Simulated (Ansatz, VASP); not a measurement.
## NbAs in VASP and in Ansatz

```
Nb As
1.0
     3.31376    0.00000    0.00000
    -1.65688    2.86980    0.00000
     0.00000    0.00000    8.36509
Nb As
2 2
Direct
  0.33333 0.66667 0.04275
  0.66667 0.33333 0.54275
  0.33333 0.66667 0.34225
  0.66667 0.33333 0.84225
```

Alike in both runs: functional PBEsol; k mesh 6 × 6 × 4; occupations gaussian, width 0.1 eV; no spin polarisation.

Ansatz relaxed the structure, and its values are those at the end. VASP's run is a single point on that final structure, the one shown.

|  | VASP | Ansatz |
| --- | --- | --- |
| version | VASP 6.6.1 | Ansatz 0.2.0 |
| potentials or method | VASP PAW PBE potentials, release 64 (Nb_sv, As), cutoff 520 eV | scalar-relativistic, plane waves, PAW |
| valence electrons in the cell | 36 | 56 |

```tsv
	VASP	Ansatz	Ansatz less VASP
gap on the k mesh at the Fermi level (eV)	none	none	-
pressure (GPa)	0.3	0.2	-0.14
rms of the force components (eV/Å)	0.002	0.011	+0.0089
```

VASP's potentials were made for PBE, not for PBEsol. A gap of «none» marks a metal or a gap that the smearing closes. VASP's potentials hold 36 valence electrons a cell and Ansatz's 56, so a difference there can come from the potentials and not from the codes.

The k mesh is coarse, so the values compare programs but aren't converged.
